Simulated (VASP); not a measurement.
Ge, 2 atoms in the cell. Symmetry: Fd-3m, No. 227, cubic system. Conventional cell: a = 5.630 Å, b = 5.630 Å, c = 5.630 Å, α = 90.00°, β = 90.00°, γ = 90.00°. Ge (site symmetry -43m) has 4 Ge at 2.44 Å within 3.2 Å. 

```yaml
Program: VASP 6.6.1
Task: single point
Functional: LDA
Potentials_or_basis: VASP PAW LDA potentials, release 64 (Ge_d)
Cutoff: 520 eV
k_mesh: 10 × 10 × 10
Occupations: fermi-dirac, width 0.05 eV
Spin: no spin polarisation
Dipole_correction: no
Further_INCAR_settings: ALGO = Normal; EDIFF = 1e-07; NBANDS = 21
```

Potentials or basis: VASP PAW LDA potentials, release 64 (Ge_d).

Command:

```sh
$ cat potpaw_LDA.64/Ge_d/POTCAR > POTCAR
$ mpirun -np 1 vasp_std > vasp.out
```

Hardware: 1 thread of Intel Xeon 8259CL, on a shared host.

Estimate the wall time of this run.

Wall time 62 s on 1 thread of Intel Xeon 8259CL (shared host), peak memory 0.16 GiB. Counts: scf iterations 11, k points 47.
